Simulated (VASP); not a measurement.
## InSe: single point with LDA

InSe:

```xyz
8
Lattice="4.0417 0.0000 0.0000 -2.0209 3.5002 0.0000 0.0000 0.0000 17.4284" Properties=species:S:1:pos:R:3 pbc="T T T"
In    0.0000    2.3335    5.7567
In    2.0209    1.1667   14.4709
In    2.0209    1.1667   11.6718
In    0.0000    2.3335    2.9575
Se    0.0000    2.3335   10.4104
Se    2.0209    1.1667    1.6962
Se    2.0209    1.1667    7.0180
Se    0.0000    2.3335   15.7322
```

- Program: VASP 6.6.1
- Task: single point
- Functional: LDA
- Potentials or basis: VASP PAW LDA potentials, release 64 (In_d, Se)
- Cutoff: 500 eV
- k mesh: 6 × 6 × 1
- Occupations: gaussian, width 0.1 eV
- Spin: no spin polarisation

```
Pressure               : -2.2 GPa
Largest force          : 0.139 eV/Å
Band gap on the k mesh : 0.31 eV
```

Forces in eV/Å, atoms in the order of the input:
```
In   0.000  0.000 -0.050
In   0.000  0.000 -0.050
In   0.000  0.000  0.050
In   0.000  0.000  0.050
Se   0.000  0.000  0.139
Se   0.000  0.000  0.139
Se   0.000  0.000 -0.139
Se   0.000  0.000 -0.139
```

Levels at points of the mesh, in eV from the valence-band top:
```
           k point  band 34  band 35  band 36  band 37  band 38  band 39  band 40  band 41  band 42  band 43
(0.00, 0.00, 0.00)    -1.14    -1.14    -1.06    -1.06     0.00     0.31     1.40     1.96     1.97     4.22
(0.50, 0.00, 0.00)    -2.15    -2.01    -1.98    -1.81    -1.34     1.23     1.32     1.83     1.85     3.33
```

Wall time 99 s on 1 thread of Oxide Virtual Turin-like Processor (shared host), peak memory 0.25 GiB.

Caveat: semilocal functionals underestimate gaps, and a narrow one can read as zero; spin-orbit coupling is left out, which moves the levels of the heavy elements.
